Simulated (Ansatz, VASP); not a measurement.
One calculation of ZrGaH3, two programs

```
Zr Ga H
1.0
     3.90494    0.00000    0.00000
    -1.95247    3.38178    0.00000
     0.00000    0.00000    5.75020
Zr Ga H
1 1 3
Direct
  0.00000 0.00000 0.50000
  0.00000 0.00000 0.00000
  0.50000 0.00000 0.50000
  0.00000 0.50000 0.50000
  0.50000 0.50000 0.50000
```

Alike in both runs: task single point; functional PBE; k mesh 6 × 6 × 4; occupations gaussian, width 0.1 eV; collinear spin.

|  | VASP | Ansatz |
| --- | --- | --- |
| version | VASP 6.6.1 | Ansatz 0.2.0 |
| potentials or method | VASP PAW PBE potentials, release 64 (Zr_sv, Ga_d, H), cutoff 520 eV | scalar-relativistic, plane waves, PAW |
| valence electrons in the cell | 28 | 28 |

|  | VASP | Ansatz | Ansatz less VASP |
| --- | --- | --- | --- |
| gap on the k mesh at the Fermi level (eV) | none | none | - |
| pressure (GPa) | -0.1 | 0.0 | +0.06 |
| traceless stress, the component that is largest in VASP (GPa) | -0.08 | -0.12 | -0.043 |
| net moment per atom (μB) | 0.00 | 0.02 | +0.018 |

A gap of «none» marks a metal or a gap that the smearing closes. Ansatz's warnings: seeded moment not kept.
